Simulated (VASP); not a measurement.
# Ir (Fm-3m) in VASP: a series of runs

Runs on Ir. Level: PBE. Tasks: single point.

All numbers are computed with VASP 6.6.1; they aren't measurements. Logs are shortened: lines on timing, memory, paths and dates and some standing lists are left out, and cuts for length are marked.

### Step 1. The cell of the first run

Symmetry: Fm-3m, No. 225, cubic system. Conventional cell: a = 5.632 Å, b = 5.632 Å, c = 5.632 Å, α = 90.00°, β = 90.00°, γ = 90.00°. Ir (site symmetry -43m) has 10 Ir at 2.44 to 2.82 Å within 3.2 Å. Ir (site symmetry m-3m) has 8 Ir at 2.44 Å within 3.2 Å.

The cell was built from a structure type or drawn by symmetry, and may not be a known phase.

### Step 2. Single point, PBE

INCAR

```
PREC = Accurate
ENCUT = 520
EDIFF = 1E-6
ISMEAR = 0
SIGMA = 0.1
LREAL = F
LASPH = T
NELM = 80
ALGO = Fast
ISIF = 2
LWAVE = F
LCHARG = F
GGA = PE
NBANDS = 20
```

KPOINTS

```
regular mesh
0
Gamma
  6 6 6
```

POSCAR

```
Ir
1.0
    0.0000000000      2.8161934300      2.8161934300
    2.8161934300      0.0000000000      2.8161934300
    2.8161934300      2.8161934300      0.0000000000
Ir
3
Direct
    0.2500000000      0.2500000000      0.2500000000
    0.5000000000      0.5000000000      0.5000000000
    0.7500000000      0.7500000000      0.7500000000
```

Potentials or basis: VASP PAW PBE potentials, release 64 (Ir).

Command:

```bash
> cat potpaw_PBE.64/Ir/POTCAR > POTCAR
> mpirun -np 1 vasp_std > vasp.out
```

OUTCAR:

```text
PREC = Accurate
   ENCUT = 520
   EDIFF = 1E-6
   ISMEAR = 0
   LREAL = F
   LASPH = T
   NELM = 80
   ISIF = 2
   GGA = PE

 ion  position               nearest neighbor table
   1  0.250  0.250  0.250-   2 2.44   2 2.44   2 2.44   2 2.44   3 2.82   3 2.82   3 2.82   3 2.82
                             3 2.82   3 2.82
   2  0.500  0.500  0.500-   1 2.44   1 2.44   1 2.44   1 2.44   3 2.44   3 2.44   3 2.44   3 2.44

   3  0.750  0.750  0.750-   2 2.44   2 2.44   2 2.44   2 2.44   1 2.82   1 2.82   1 2.82   1 2.82
                             1 2.82   1 2.82

  LATTYP: Found a face centered cubic cell.
 ALAT       =     5.6323868600

  Lattice vectors:

 A1 = (   0.0000000000,   2.8161934300,   2.8161934300)
 A2 = (   2.8161934300,   0.0000000000,   2.8161934300)
 A3 = (   2.8161934300,   2.8161934300,   0.0000000000)

Analysis of symmetry for initial positions (statically):
=====================================================================
 Subroutine PRICEL returns:
 Original cell was already a primitive cell.

 Routine SETGRP: Setting up the symmetry group for a
 face centered cubic supercell.

 Subroutine GETGRP returns: Found 48 space group operations
 (whereof 48 operations were pure point group operations)
 out of a pool of 48 trial point group operations.

The static configuration has the point symmetry O_h .

Analysis of symmetry for dynamics (positions and initial velocities):
=====================================================================
 Subroutine PRICEL returns:
 Original cell was already a primitive cell.

 Routine SETGRP: Setting up the symmetry group for a
 face centered cubic supercell.

 Subroutine GETGRP returns: Found 48 space group operations
 (whereof 48 operations were pure point group operations)
 out of a pool of 48 trial point group operations.

The dynamic configuration has the point symmetry O_h .

 Subroutine INISYM returns: Found 48 space group operations
 (whereof 48 operations are pure point group operations),
 and found     1 'primitive' translations

----------------------------------------------------------------------------------------

                                     Primitive cell

  volume of cell :      44.6702

[... 76 lines left out ...]
   LNONCOLLINEAR =      F non collinear calculations
   LSORBIT =      F    spin-orbit coupling
   LASPH  =      T    aspherical Exc in radial PAW
   ENCUT  =  520.0 eV  38.22 Ry    6.18 a.u.   7.41  7.41  7.41*2*pi/ulx,y,z
   NELM   =     80;   NELMIN=  2; NELMDL= -5     # of ELM steps
   EDIFF  = 0.1E-05   stopping-criterion for ELM
   LREAL  =      F    real-space projection
   EDIFFG = 0.1E-04   stopping-criterion for IOM
   NSW    =      0    number of steps for IOM
   IBRION =     -1    ionic relax: 0-MD 1-quasi-New 2-CG
   NFREE  =      0    steps in history (QN), initial steepest desc. (CG)
   ISIF   =      2    stress and relaxation
   ISYM   =      2    0-nonsym 1-usesym 2-fastsym
   POTIM  = 0.5000    time-step for ionic-motion
   TEBEG  =    0.0;   TEEND  =   0.0 temperature during run
   PSTRESS=    0.0 pullay stress
   NELECT =      27.0000    total number of electrons
   NUPDOWN=      -1.0000    fix difference up-down
   EMIN   =  10.00;   EMAX   =-10.00  energy-range for DOS
   EFERMI =   0.00;   METHOD = LEGACY
   ISMEAR =     0;   SIGMA  =   0.10  broadening in eV -4-tet -1-fermi 0-gaus
   EFERMI_NEDOS =   21; number of points for ismear=-14 and -15
   IALGO  =     68    algorithm
   IMIX   =      4    mixing-type and parameters
     AMIX     =   0.40;   BMIX     =  1.00
     AMIX_MAG =   1.60;   BMIX_MAG =  1.00
  volume/ion in A,a.u.               =      14.89       100.48
  Fermi-wavevector in a.u.,A,eV,Ry     =   1.384173  2.615707 26.067865  1.915934
  Thomas-Fermi vector in A             =   2.508702
   LORBIT       =      0    0 simple, 1 ext, 2 COOP (PROOUT), +10 PAW based schemes
   GGA     = PE    functional components
   LHFCALC =     F    Hartree Fock is set to
   AEXX    =    0.0000 exact exchange contribution
   IVDW    =     0    specifies the selected vdW correction
   LEPSILON=     F    determine dielectric tensor
   LRPA    =     F    only Hartree local field effects (RPA)
 non-spin polarized calculation
 RMM-DIIS sequential band-by-band and
 Gauss-broadening in eV      SIGMA  =   0.10
  energy-cutoff  :      520.00
  volume of cell :       44.67
 maximum number of plane-waves:      1243
 NGX is ok and might be reduce to    30
   NGX = 15   NGY = 15   NGZ = 15

 number of electron      27.0000000 magnetization

 Free energy of the ion-electron system (eV)
  ---------------------------------------------------
  ext. energy  EPLUGINS =         0.00000000
  ---------------------------------------------------
  free energy    TOTEN  =       -23.40179068 eV

  energy without entropy =      -23.38210859  energy(sigma->0) =      -23.39194963

 E-fermi :   9.8054     XC(G=0): -13.4196

 val. band max:        9.6802726310   @ k =   0.0000   0.0000   0.0000
 cond. band min:       9.8219830118   @ k =   0.5000   0.1667   0.0000
 fundamental gap:      0.1417103808
 Fermi energy:         9.8054356305

 k-point     1 :       0.0000    0.0000    0.0000
  band No.  band energies     occupation
      1      -0.9978      2.00000
      2       2.0117      2.00000
      3       2.0117      2.00000
      4       4.3686      2.00000
      5       4.3686      2.00000
      6       4.3686      2.00000
[... 357 lines left out ...]
     19      12.3003      0.00000
     20      20.9920      0.00000

------------------------ aborting loop because EDIFF is reached ----------------------------------------

  FORCE on cell =-STRESS in cart. coord.  units (eV):
  Direction    XX          YY          ZZ          XY          YZ          ZX
  --------------------------------------------------------------------------------------
  -------------------------------------------------------------------------------------
  Total       15.8519269     15.8519269     15.8519269      0.0000000      0.0000000     -0.0000000
  in kB      568.5585623    568.5585623    568.5585623      0.0000000      0.0000000     -0.0000000
  external PRESSURE =     568.5585623 kB  Pullay stress =       0.0000000 kB

 VOLUME and BASIS-vectors are now :
 -----------------------------------------------------------------------------
  energy-cutoff  :      520.00
  volume of cell :       44.67
      direct lattice vectors                 reciprocal lattice vectors
     0.000000000  2.816193430  2.816193430    -0.177544623  0.177544623  0.177544623
     2.816193430  0.000000000  2.816193430     0.177544623 -0.177544623  0.177544623
     2.816193430  2.816193430  0.000000000     0.177544623  0.177544623 -0.177544623

 POSITION                                       TOTAL-FORCE (eV/Angst)
 -----------------------------------------------------------------------------------
      1.40810      1.40810      1.40810         0.000000      0.000000     -0.000000
      2.81619      2.81619      2.81619        -0.000000     -0.000000      0.000000
      4.22429      4.22429      4.22429        -0.000000     -0.000000     -0.000000
 -----------------------------------------------------------------------------------
    total drift:                                0.000000     -0.000000      0.000000

  FREE ENERGIE OF THE ION-ELECTRON SYSTEM (eV)
  ---------------------------------------------------
  free  energy   TOTEN  =       -23.4017906760 eV

  energy  without entropy=      -23.3821085864  energy(sigma->0) =      -23.39194963
```

OSZICAR:

```text
N       E                     dE             d eps       ncg     rms          rms(c)
DAV:   1     0.274471520663E+03    0.27447E+03   -0.12405E+04   640   0.133E+03
DAV:   2    -0.125001366774E+02   -0.28697E+03   -0.27300E+03   640   0.400E+02
DAV:   3    -0.244446302663E+02   -0.11944E+02   -0.11292E+02   760   0.933E+01
DAV:   4    -0.247062894680E+02   -0.26166E+00   -0.26026E+00   704   0.128E+01
DAV:   5    -0.247121197233E+02   -0.58303E-02   -0.58278E-02   756   0.185E+00    0.330E+01
RMM:   6    -0.236585645336E+02    0.10536E+01   -0.11629E+00   640   0.115E+01    0.154E+01
RMM:   7    -0.234221383474E+02    0.23643E+00   -0.82556E-01   662   0.687E+00    0.283E+00
RMM:   8    -0.234102453379E+02    0.11893E-01   -0.13784E-01   674   0.393E+00    0.203E+00
RMM:   9    -0.234019721811E+02    0.82732E-02   -0.29106E-02   685   0.155E+00    0.599E-01
RMM:  10    -0.234017184376E+02    0.25374E-03   -0.65390E-03   731   0.678E-01    0.206E-01
RMM:  11    -0.234017529073E+02   -0.34470E-04   -0.17505E-03   744   0.343E-01    0.160E-01
RMM:  12    -0.234017946421E+02   -0.41735E-04   -0.37608E-04   756   0.116E-01    0.696E-02
RMM:  13    -0.234017887396E+02    0.59025E-05   -0.54956E-05   695   0.725E-02    0.202E-02
RMM:  14    -0.234017910070E+02   -0.22675E-05   -0.24225E-05   675   0.265E-02    0.735E-03
RMM:  15    -0.234017906760E+02    0.33100E-06   -0.23891E-06   462   0.140E-02
   1 F= -.23401791E+02 E0= -.23391950E+02  d E =-.196821E-01
```

stdout:

```text
POSCAR found type information on POSCAR Ir
 POSCAR found :  1 types and       3 ions
 scaLAPACK will be used
 LDA part: xc-table for (Slater+PW92), standard interpolation
 POSCAR, INCAR and KPOINTS ok, starting setup
 FFT: planning ... GRIDC
 FFT: planning ... GRID_SOFT
 FFT: planning ... GRID
 WAVECAR not read
 entering main loop
```

It took 10 s on 1 thread of Intel Xeon 6975P-C (Granite Rapids), shared host; peak memory 0.16 GiB.

What came out:

* Free energy: -23.4018 eV
* Pressure: 56.9 GPa
* Band gap on the k mesh: zero (an odd number of electrons rules out a gap without spin polarisation)

Caveat: the cell stands under pressure; spin-orbit coupling is left out, which moves the levels of the heavy elements.

### Step 3. Single point, PBE

This run uses another cell than the first one, of 17.32 Å³/atom.

INCAR

```
  ALGO = Normal
  EDIFF = 1E-6
  ENCUT = 520
  GGA = PE
  ISIF = 2
  ISMEAR = 0
  LASPH = True
  LCHARG = False
  LREAL = False
  LWAVE = False
  NBANDS = 20
  NELM = 60
  PREC = Accurate
  SIGMA = 0.1
```

KPOINTS

```
k-points
0
Gamma
  6 6 6
```

POSCAR

```
Ir
1.0
    0.0000000000      2.9620173100      2.9620173100
    2.9620173100      0.0000000000      2.9620173100
    2.9620173100      2.9620173100      0.0000000000
Ir
3
Direct
    0.2500000000      0.2500000000      0.2500000000
    0.5000000000      0.5000000000      0.5000000000
    0.7500000000      0.7500000000      0.7500000000
```

Potentials or basis: VASP PAW PBE potentials, release 64 (Ir).

Command:

```bash
> cat potpaw_PBE.64/Ir/POTCAR > POTCAR
> mpirun -np 1 vasp_std > vasp.out
```

It took 7.7 s on 1 thread of Intel Xeon 6975P-C (Granite Rapids), shared host; peak memory 0.17 GiB.

The run converged. Its results:

- Free energy: -24.5282 eV
- Pressure: 0.3 GPa
- Band gap on the k mesh: zero (an odd number of electrons rules out a gap without spin polarisation)

Levels at points of the mesh, in eV from the Fermi level:
| k point | band 11 | band 12 | band 13 | band 14 | band 15 | band 16 |
| --- | --- | --- | --- | --- | --- | --- |
| (0.00, 0.00, 0.00) | -0.13 | 0.08 | 0.08 | 0.08 | 0.49 | 0.49 |
| (0.50, 0.00, 0.00) | -2.40 | -2.12 | -0.31 | -0.31 | 0.61 | 0.61 |
| (0.50, 0.50, 0.00) | -0.86 | -0.68 | 0.39 | 1.02 | 1.02 | 1.03 |

Caveat: spin-orbit coupling is left out, which moves the levels of the heavy elements.
